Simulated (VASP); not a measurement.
# Ru (P6_3/mmc) in VASP: notebook

The runs below take Ru through elastic constants, with PBE.

Program: VASP 6.6.1. These are calculated values, not measurements. Logs are shortened: lines on timing, memory, paths and dates and some standing lists are left out, and cuts for length are marked.

### 1 The cell of the first run

Symmetry: P6_3/mmc, No. 194, hexagonal system. The conventional cell has a = 2.674 Å, b = 2.674 Å, c = 4.230 Å, α = 90.00°, β = 90.00°, γ = 120.00°. Within 3.5 Å of Ru (site symmetry -6m2) lie 12 Ru at 2.62 to 2.67 Å.

### 2 Elastic constants, PBE

INCAR

```
SYSTEM = Ru
PREC = Accurate ; ENCUT = 500
EDIFF = 1E-8 ; ISMEAR = -1
SIGMA = 0.15 ; LREAL = .FALSE.
LASPH = .TRUE. ; NELM = 120
ALGO = Normal ; ISIF = 3
LWAVE = .FALSE. ; LCHARG = .FALSE.
GGA = PE ; NBANDS = 21
IBRION = 6 ; NFREE = 2
POTIM = 0.015 ; NSW = 1
GGA_COMPAT = .FALSE.
```

KPOINTS

```
regular mesh
0
G
  18 18 10
  0 0 0
```

POSCAR

```
Ru
1.0
    2.6739630167      0.0000000000      0.0000000000
   -1.3369815084      2.3157199012      0.0000000000
    0.0000000000      0.0000000000      4.2303420288
Ru
2
Direct
    0.3333333333      0.6666666667      0.2500000000
    0.6666666667      0.3333333333      0.7500000000
```

Potentials or basis: VASP PAW PBE potentials, release 64 (Ru_pv).

Command:

```console
$ cat potpaw_PBE.64/Ru_pv/POTCAR > POTCAR
$ mpirun -np 1 vasp_std > vasp.out
```

OUTCAR:

```text
SYSTEM = Ru
   PREC = Accurate
   ENCUT = 500
   EDIFF = 1E-8
   ISMEAR = -1
   LREAL = .FALSE.
   LASPH = .TRUE.
   NELM = 120
   ISIF = 3
   GGA = PE
   IBRION = 6
   NFREE = 2
   POTIM = 0.015
   NSW = 1

 ion  position               nearest neighbor table
   1  0.333  0.667  0.250-   2 2.62   2 2.62   2 2.62   2 2.62   2 2.62   2 2.62
   2  0.667  0.333  0.750-   1 2.62   1 2.62   1 2.62   1 2.62   1 2.62   1 2.62

  LATTYP: Found a hexagonal cell.
 ALAT       =     2.6739630167
 C/A-ratio  =     1.5820495655

  Lattice vectors:

 A1 = (   2.6739630167,   0.0000000000,   0.0000000000)
 A2 = (  -1.3369815084,   2.3157199012,   0.0000000000)
 A3 = (   0.0000000000,   0.0000000000,   4.2303420288)

Analysis of symmetry for initial positions (statically):
=====================================================================
 Subroutine PRICEL returns:
 Original cell was already a primitive cell.

 Routine SETGRP: Setting up the symmetry group for a
 hexagonal supercell.

 Subroutine GETGRP returns: Found 24 space group operations
 (whereof 12 operations were pure point group operations)
 out of a pool of 24 trial point group operations.

The static configuration has the point symmetry D_3d.
 The point group associated with its full space group is D_6h.

Analysis of symmetry for dynamics (positions and initial velocities):
=====================================================================
 Subroutine PRICEL returns:
 Original cell was already a primitive cell.

 Routine SETGRP: Setting up the symmetry group for a
 hexagonal supercell.

 Subroutine GETGRP returns: Found 24 space group operations
 (whereof 12 operations were pure point group operations)
 out of a pool of 24 trial point group operations.

The dynamic configuration has the point symmetry D_3d.
 The point group associated with its full space group is D_6h.

[... 345 lines left out ...]

 k-point     1 :       0.0000    0.0000    0.0000
  band No.  band energies     occupation
      1     -30.2817      2.00000
      2     -29.2304      2.00000
      3     -29.2304      2.00000
      4     -29.0398      2.00000
      5     -29.0398      2.00000
      6     -28.9938      2.00000
[... 565 lines left out ...]
     20      23.8941      0.00000
     21      25.0158      0.00000

 [... further k-points ...]
[... 5 lines left out ...]
  --------------------------------------------------------------------------------------
  -------------------------------------------------------------------------------------
  Total        2.9430913      2.9430913      2.9583292     -0.0000000      0.0000000      0.0000000
  in kB      180.0103224    180.0103224    180.9423269     -0.0000000      0.0000000      0.0000000
  external PRESSURE =     180.3209905 kB  Pullay stress =       0.0000000 kB
[... 17 lines left out ...]
  FREE ENERGIE OF THE ION-ELECTRON SYSTEM (eV)
  ---------------------------------------------------
  free  energy   TOTEN  =       -18.4553565585 eV

  energy  without entropy=      -18.3372703986  energy(sigma->0) =      -18.39631348

 INTERNAL STRAIN TENSORS FROM STRAINED CELLS
 ============================================

 INTERNAL STRAIN TENSOR FOR ION    1 for displacements in x,y,z  (eV/Angst):
          X           Y           Z          XY          YZ          ZX
  --------------------------------------------------------------------------------
  x     0.00000    -0.00000     0.00000    -3.45947     0.00000    -0.00000
  y    -3.46635     3.46668     0.00000    -0.00013    -0.00011     0.00015
  z    -0.00000     0.00000     0.00000    -0.00000    -0.00368     0.00000

 INTERNAL STRAIN TENSORS FROM DISPLACED ATOMS
 ============================================

 INTERNAL STRAIN TENSOR FOR ION    1 for displacements in x,y,z  (eV/Angst):
          X           Y           Z          XY          YZ          ZX
  --------------------------------------------------------------------------------
  x     0.00000    -0.00000     0.00000    -3.46629     0.00000     0.00000
  y    -3.46629     3.46629    -0.00000    -0.00000     0.00000     0.00000
  z    -0.00000     0.00000     0.00000     0.00000     0.00000    -0.00000

 INTERNAL STRAIN TENSOR FOR ION    2 for displacements in x,y,z  (eV/Angst):
          X           Y           Z          XY          YZ          ZX
  --------------------------------------------------------------------------------
  x    -0.00000     0.00000    -0.00000     3.46629     0.00000     0.00000
  y     3.46629    -3.46629     0.00000     0.00000     0.00000     0.00000
  z     0.00000    -0.00000     0.00000    -0.00000     0.00000     0.00000

 Eigenvectors and eigenvalues of the dynamical matrix
 ----------------------------------------------------

   1 f  =    8.558016 THz    53.771598 2PiTHz  285.464671 cm-1    35.393092 meV
             X         Y         Z           dx          dy          dz
     -0.000000  1.543813  1.057586     0.000000   -0.000000    0.707107
      1.336982  0.771907  3.172757    -0.000000    0.000000   -0.707107
[... 16 lines left out ...]
   5 f  =    0.000000 THz     0.000001 2PiTHz    0.000004 cm-1     0.000001 meV
             X         Y         Z           dx          dy          dz
     -0.000000  1.543813  1.057586     0.064971   -0.672540    0.208492
      1.336982  0.771907  3.172757     0.064971   -0.672540    0.208492

   6 f/i=    0.000000 THz     0.000000 2PiTHz    0.000002 cm-1     0.000000 meV
             X         Y         Z           dx          dy          dz
     -0.000000  1.543813  1.057586     0.703956    0.066498   -0.004864
      1.336982  0.771907  3.172757     0.703956    0.066498   -0.004864

--------------------------------------------------------------------------------------------------------

 ELASTIC MODULI CONTR FROM IONIC RELAXATION (kBar)
 Direction    XX          YY          ZZ          XY          YZ          ZX
 --------------------------------------------------------------------------------
 XX         -93.7023     93.7023     -0.0000      0.0000      0.0000     -0.0000
 YY          93.7023    -93.7023      0.0000      0.0000      0.0000      0.0000
 ZZ          -0.0000      0.0000     -0.0000      0.0000      0.0000      0.0000
 XY           0.0000      0.0000      0.0000    -93.7023      0.0000      0.0000
 YZ           0.0000      0.0000      0.0000      0.0000      0.0000      0.0000
 ZX          -0.0000      0.0000      0.0000      0.0000      0.0000     -0.0000
 --------------------------------------------------------------------------------

 TOTAL ELASTIC MODULI (kBar)
 Direction    XX          YY          ZZ          XY          YZ          ZX
 --------------------------------------------------------------------------------
 XX        6762.7520   2263.9594   2090.8230     -0.0000     -0.0000     -0.0000
 YY        2263.9594   6762.7520   2090.8230     -0.0000      0.0000      0.0000
 ZZ        2090.8230   2090.8230   7575.7110     -0.0000      0.0000      0.0000
 XY          -0.0000     -0.0000     -0.0000   2249.3963      0.0000     -0.0000
 YZ           0.0000      0.0000      0.0000      0.0000   2129.5208     -0.0000
 ZX          -0.0000      0.0000      0.0000     -0.0000     -0.0000   2129.5206
 --------------------------------------------------------------------------------
```

OSZICAR:

```text
N       E                     dE             d eps       ncg     rms          rms(c)
DAV:   1     0.284025511862E+03    0.28403E+03   -0.17157E+04  9364   0.145E+03
[... 195 lines left out ...]
DAV:   2    -0.184558931091E+02   -0.18538E-01   -0.19574E-01 13995   0.396E+00    0.113E-01
DAV:   3    -0.184555208301E+02    0.37228E-03   -0.96322E-04 16270   0.284E-01    0.628E-02
DAV:   4    -0.184553746526E+02    0.14618E-03   -0.39810E-04 15415   0.228E-01    0.166E-02
DAV:   5    -0.184553574019E+02    0.17251E-04   -0.75808E-05 15635   0.907E-02    0.720E-03
DAV:   6    -0.184553565616E+02    0.84025E-06   -0.40719E-06 15510   0.274E-02    0.904E-04
DAV:   7    -0.184553565556E+02    0.59822E-08   -0.17456E-07 16095   0.491E-03    0.328E-04
DAV:   8    -0.184553565585E+02   -0.28567E-08   -0.92494E-09  9819   0.905E-04
  17 F= -.18455357E+02 E0= -.18396313E+02  d E =-.118086E+00
```

stdout:

```text
POSCAR found type information on POSCAR Ru
 POSCAR found :  1 types and       2 ions
 scaLAPACK will be used
 LDA part: xc-table for (Slater+PW92), standard interpolation
 POSCAR, INCAR and KPOINTS ok, starting setup
 FFT: planning ... GRIDC
 FFT: planning ... GRID_SOFT
 FFT: planning ... GRID
 WAVECAR not read
 entering main loop
 Found     2 degrees of freedom:
 Adding 6 more for cell shape distortion
 Finite differences POTIM= 0.01500 DOF=   8
 bond charge predicted
 Finite differences progress:
 bond charge predicted
 Finite differences progress:
 bond charge predicted
 Finite differences progress:
 bond charge predicted
 Finite differences progress:
 bond charge predicted
 Finite differences progress:
 bond charge predicted
 Finite differences progress:
 bond charge predicted
 Finite differences progress:
 bond charge predicted
 Finite differences progress:
 bond charge predicted
 Finite differences progress:
 bond charge predicted
 Finite differences progress:
 bond charge predicted
 Finite differences progress:
 bond charge predicted
 Finite differences progress:
 bond charge predicted
 Finite differences progress:
 bond charge predicted
 Finite differences progress:
 bond charge predicted
 Finite differences progress:
 bond charge predicted
 Finite differences progress:
```

It took 52 min on 1 thread of Oxide Virtual Turin-like, shared host; peak memory 0.76 GiB.

What came out:

| Quantity | Value |
| --- | --- |
| Voigt bulk modulus | 378 GPa |
| Highest phonon frequency at Γ | 285 cm⁻¹ |

Phonon frequencies in cm⁻¹ (negative: imaginary):
```
              q point        frequencies
(0.000, 0.000, 0.000)  0 0 0 205 205 285
```

Elastic tensor in Voigt notation (GPa, in the Cartesian axes of the cell as first typed):
```
676 226 209   0   0   0
226 676 209   0   0   0
209 209 758   0   0   0
  0   0   0 213   0   0
  0   0   0   0 213   0
  0   0   0   0   0 225
```

Clamped-ion elastic tensor (GPa):
```
686 217 209   0   0   0
217 686 209   0   0   0
209 209 758   0   0   0
  0   0   0 213   0   0
  0   0   0   0 213   0
  0   0   0   0   0 234
```

Caveat: the cell is under stress, which shifts elastic constants.

### 3 Elastic constants, PBE

This run uses another cell than the first one, of 13.50 Å³/atom.

INCAR

```
PREC = Accurate ; ENCUT = 500
EDIFF = 1E-8 ; ISMEAR = -1
SIGMA = 0.15 ; LREAL = F
LASPH = T ; NELM = 120
ALGO = Normal ; ISIF = 3
LWAVE = F ; LCHARG = F
GGA = PE ; IBRION = 6
NFREE = 2 ; POTIM = 0.015
NSW = 1 ; GGA_COMPAT = F
```

KPOINTS

```
Automatic mesh
0
Gamma
  18 18 10
```

POSCAR

```
Ru
1.0
    2.7019029697      0.0000000000      0.0000000000
   -1.3509514849      2.3399166103      0.0000000000
    0.0000000000      0.0000000000      4.2692465018
Ru
2
Direct
    0.3333333333      0.6666666667      0.2500000000
    0.6666666667      0.3333333333      0.7500000000
```

Potentials or basis: VASP PAW PBE potentials, release 64 (Ru_pv).

Command:

```console
$ cat potpaw_PBE.64/Ru_pv/POTCAR > POTCAR
$ mpirun -np 1 vasp_std > vasp.out
```

OUTCAR:

```text
PREC = Accurate
   ENCUT = 500
   EDIFF = 1E-8
   ISMEAR = -1
   LREAL = F
   LASPH = T
   NELM = 120
   ISIF = 3
   GGA = PE
   IBRION = 6
   NFREE = 2
   POTIM = 0.015
   NSW = 1

 ion  position               nearest neighbor table
   1  0.333  0.667  0.250-   2 2.64   2 2.64   2 2.64   2 2.64   2 2.64   2 2.64
   2  0.667  0.333  0.750-   1 2.64   1 2.64   1 2.64   1 2.64   1 2.64   1 2.64

[... 976 lines left out ...]
     -0.000000  1.559944  1.067312     0.000000    0.000000    0.707107
      1.350951  0.779972  3.201935    -0.000000    0.000000    0.707107

   6 f/i=    0.000000 THz     0.000000 2PiTHz    0.000002 cm-1     0.000000 meV
             X         Y         Z           dx          dy          dz
     -0.000000  1.559944  1.067312    -0.026020    0.706628   -0.000000
      1.350951  0.779972  3.201935    -0.026020    0.706628    0.000000

--------------------------------------------------------------------------------------------------------

 ELASTIC MODULI CONTR FROM IONIC RELAXATION (kBar)
 Direction    XX          YY          ZZ          XY          YZ          ZX
 --------------------------------------------------------------------------------
 XX         -70.2833     70.2833     -0.0000      0.0000     -0.0000     -0.0000
 YY          70.2833    -70.2833      0.0000      0.0000      0.0000      0.0000
 ZZ          -0.0000      0.0000     -0.0000     -0.0000     -0.0000     -0.0000
 XY           0.0000      0.0000     -0.0000    -70.2833     -0.0000     -0.0000
 YZ          -0.0000      0.0000     -0.0000     -0.0000     -0.0000     -0.0000
 ZX          -0.0000      0.0000     -0.0000     -0.0000     -0.0000     -0.0000
 --------------------------------------------------------------------------------

 TOTAL ELASTIC MODULI (kBar)
 Direction    XX          YY          ZZ          XY          YZ          ZX
 --------------------------------------------------------------------------------
 XX        6068.7324   1982.7540   1856.8769     -0.0000     -0.0000     -0.0000
 YY        1982.7540   6068.7324   1856.8769     -0.0000     -0.0000      0.0000
 ZZ        1856.8769   1856.8769   6806.1686     -0.0000     -0.0000     -0.0000
 XY          -0.0000     -0.0000     -0.0000   2042.9892      0.0000      0.0000
 YZ          -0.0000     -0.0000     -0.0000      0.0000   1929.2885     -0.0000
 ZX          -0.0000     -0.0000     -0.0000     -0.0000     -0.0000   1929.2884
 --------------------------------------------------------------------------------
```

OSZICAR:

```text
N       E                     dE             d eps       ncg     rms          rms(c)
DAV:   1     0.278091037263E+03    0.27809E+03   -0.17729E+04  8000   0.168E+03
[... 211 lines left out ...]
DAV:   2    -0.185175660792E+02   -0.25979E-01   -0.26759E-01 11890   0.565E+00    0.119E-01
DAV:   3    -0.185173754683E+02    0.19061E-03   -0.25343E-03 14092   0.467E-01    0.693E-02
DAV:   4    -0.185172194078E+02    0.15606E-03   -0.44042E-04 12082   0.271E-01    0.162E-02
DAV:   5    -0.185172085479E+02    0.10860E-04   -0.41660E-05 12410   0.739E-02    0.918E-03
DAV:   6    -0.185172062597E+02    0.22882E-05   -0.63681E-06 12530   0.303E-02    0.270E-03
DAV:   7    -0.185172062013E+02    0.58424E-07   -0.57911E-07 13654   0.924E-03    0.635E-04
DAV:   8    -0.185172062059E+02   -0.46239E-08   -0.39339E-08 12526   0.172E-03
  17 F= -.18517206E+02 E0= -.18455209E+02  d E =-.123994E+00
```

stdout:

```text
POSCAR found type information on POSCAR Ru
 POSCAR found :  1 types and       2 ions
 scaLAPACK will be used
 LDA part: xc-table for (Slater+PW92), standard interpolation
 POSCAR, INCAR and KPOINTS ok, starting setup
 FFT: planning ... GRIDC
[... 106 lines left out ...]
 Finite differences progress:
 bond charge predicted
 -----------------------------------------------------------------------------
|                                                                             |
|                                                                             |
|     Your highest band is occupied at some k-points! Unless you are          |
|     performing a calculation for an insulator or semiconductor, without     |
|     unoccupied bands, you have included TOO FEW BANDS!! Please increase     |
|     the parameter NBANDS in file INCAR to ensure that the highes
```

It took 52 min on 1 thread of Oxide Virtual Turin-like, shared host; peak memory 0.7 GiB.

Results:

```
Voigt bulk modulus            : 337 GPa
Highest phonon frequency at Γ : 264 cm⁻¹
```

Phonon frequencies in cm⁻¹ (negative: imaginary):
```tsv
q point	frequencies
(0.000, 0.000, 0.000)	0 0 0 197 197 264
```

Elastic tensor in Voigt notation (GPa, in the Cartesian axes of the cell as first typed):
```
607 198 186   0   0   0
198 607 186   0   0   0
186 186 681   0   0   0
  0   0   0 193   0   0
  0   0   0   0 193   0
  0   0   0   0   0 204
```

Clamped-ion elastic tensor (GPa):
```
614 191 186   0   0   0
191 614 186   0   0   0
186 186 681   0   0   0
  0   0   0 193   0   0
  0   0   0   0 193   0
  0   0   0   0   0 211
```

Caveat: the cell is under stress, which shifts elastic constants.
